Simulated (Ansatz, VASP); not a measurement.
## Sc4SiN: VASP beside Ansatz

File INCAR:

```
PREC = Accurate
ENCUT = 600
EDIFF = 1E-7
ISMEAR = 0
SIGMA = 0.1
LREAL = F
LASPH = T
NELM = 120
ALGO = Normal
ISIF = 3
LWAVE = F
LCHARG = F
GGA = PE
IBRION = 2
NSW = 100
EDIFFG = -0.01
GGA_COMPAT = F
NELMIN = 4
```

The input KPOINTS:

```
regular mesh
0
Gamma
  8 8 8
```

File POSCAR:

```
Sc4SiN
1.0
    0.0000000000      4.4137508375      4.4137508375
    4.4137508375      0.0000000000      4.4137508375
    4.4137508375      4.4137508375      0.0000000000
Sc Si N
4 1 1
Direct
    0.8697935705      0.8697935705      0.3906192884
    0.8697935705      0.3906192884      0.8697935705
    0.3906192884      0.8697935705      0.8697935705
    0.8697935705      0.8697935705      0.8697935705
    0.5000000000      0.5000000000      0.5000000000
    0.0000000000      0.0000000000      0.0000000000
```

Input for Ansatz:

```yaml
crystal:
  lattice:
    - [0.0, 4.4137508375, 4.4137508375]
    - [4.4137508375, 0.0, 4.4137508375]
    - [4.4137508375, 4.4137508375, 0.0]
  atoms:
    - { symbol: Sc, position: [0.8697935705, 0.8697935705, 0.3906192884] }
    - { symbol: Sc, position: [0.8697935705, 0.3906192884, 0.8697935705] }
    - { symbol: Sc, position: [0.3906192884, 0.8697935705, 0.8697935705] }
    - { symbol: Sc, position: [0.8697935705, 0.8697935705, 0.8697935705] }
    - { symbol: Si, position: [0.5, 0.5, 0.5] }
    - { symbol: "N", position: [0.0, 0.0, 0.0] }
basis:
  ecutwfc: 420
kpoints:
  mp_grid: { grid: [8, 8, 8] }
hamiltonian:
  xc: pbe
scf:
  occupations: { method: gaussian, width: 0.1 }
output:
  forces: true
  stress: true
  eigenvalues: true
  write_density: true
  write_potential: true
  elf: true
  volumetric_format: npy
relax:
  adjacent_minimum: "off"
  f_tol: 0.01
  max_steps: 80
  cell: { stress_tol: 0.05 }
```

Change from the starting cell: species swapped into the KClO4 type (F-43m, No. 216).

Alike in both runs: task relaxation of cell and atoms; functional PBE; k mesh 8 × 8 × 8; occupations gaussian, width 0.1 eV; no spin polarisation.

|  | VASP | Ansatz |
| --- | --- | --- |
| version | VASP 6.6.1 | Ansatz 0.2.0 |
| potentials or method | VASP PAW PBE potentials, release 64 (Sc_sv, Si, N), cutoff 600 eV | scalar-relativistic, plane waves, PAW |
| valence electrons in the cell | 53 | 53 |

|  | VASP | Ansatz | Ansatz less VASP |
| --- | --- | --- | --- |
| gap on the k mesh at the Fermi level, each at its own relaxed structure (eV) | none | none | - |
| relaxed volume (Å³/atom) | 28.75 | 28.66 | -0.088 |
| relaxed cell length with the largest relative difference (Å) | 6.248 | 6.242 | -0.0064 |

A gap of «none» marks a metal or a gap that the smearing closes.
